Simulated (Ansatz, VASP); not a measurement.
Two plane-wave programs on SnO2

INCAR

```
SYSTEM = SnO2
PREC = Accurate ; ENCUT = 520
EDIFF = 1E-6 ; ISMEAR = 0
SIGMA = 0.05 ; LREAL = .False.
LASPH = .True. ; NELM = 80
ALGO = Normal ; ISIF = 2
LWAVE = .False. ; LCHARG = .True.
GGA = CA ; LELF = .True.
LVHAR = .True. ; NBANDS = 35
```

File KPOINTS:

```
regular mesh
0
Gamma
  6 6 8
  0 0 0
```

Contents of POSCAR:

```
SnO2
1.0
    4.8629096204      0.0000000000      0.0000000000
    0.0000000000      4.8659738742      0.0000000000
    0.0000000000      0.0000000000      3.2857199819
Sn O
2 4
Direct
    0.5000000000      0.5000000000      0.5000000000
    0.0000000000      0.0000000000      0.0000000000
    0.3055669685      0.3065721192      0.0000000000
    0.8055669685      0.1934278808      0.5000000000
    0.1944330315      0.8065721192      0.5000000000
    0.6944330315      0.6934278808      0.0000000000
```

Input for Ansatz:

```yaml
crystal:
  lattice:
    - [4.8629096204, 0.0, 0.0]
    - [0.0, 4.8659738742, 0.0]
    - [0.0, 0.0, 3.2857199819]
  atoms:
    - { symbol: Sn, position: [0.5, 0.5, 0.5] }
    - { symbol: Sn, position: [0.0, 0.0, 0.0] }
    - { symbol: O, position: [0.3055669685, 0.3065721192, 0.0] }
    - { symbol: O, position: [0.8055669685, 0.1934278808, 0.5] }
    - { symbol: O, position: [0.1944330315, 0.8065721192, 0.5] }
    - { symbol: O, position: [0.6944330315, 0.6934278808, 0.0] }
basis:
  ecutwfc: 420
kpoints:
  mp_grid: { grid: [6, 6, 8] }
hamiltonian:
  xc: lda
scf:
  occupations: { method: gaussian, width: 0.05 }
output:
  forces: true
  stress: true
  eigenvalues: true
```

Change from the starting cell: strain +0.030 along x and y, +0.030 along z, atoms carried along.

Alike in both runs: task single point; functional LDA; k mesh 6 × 6 × 8; occupations gaussian, width 0.05 eV; no spin polarisation.

```csv
,VASP,Ansatz
version,VASP 6.6.1,Ansatz 0.2.0
potentials or method,"VASP PAW LDA potentials, release 64 (Sn_d, O), cutoff 520 eV","scalar-relativistic, plane waves, PAW"
valence electrons in the cell,52,52
```

|  | VASP | Ansatz | Ansatz less VASP |
| --- | --- | --- | --- |
| gap on the k mesh at the Fermi level (eV) | 0.21 | 0.18 | -0.031 |
| least direct gap on the mesh (eV) | 0.21 | 0.18 | -0.031 |
| pressure (GPa) | -14.7 | -15.5 | -0.71 |
| traceless stress, the component that is largest in VASP (GPa) | -2.65 | -2.87 | -0.218 |
| rms of the force components (eV/Å) | 0.117 | 0.124 | +0.0075 |

LDA's correlation is that of Perdew and Zunger in VASP and of Perdew and Wang (1992) in Ansatz. Atom by atom the forces differ by 0.008 eV/Å (rms over components).
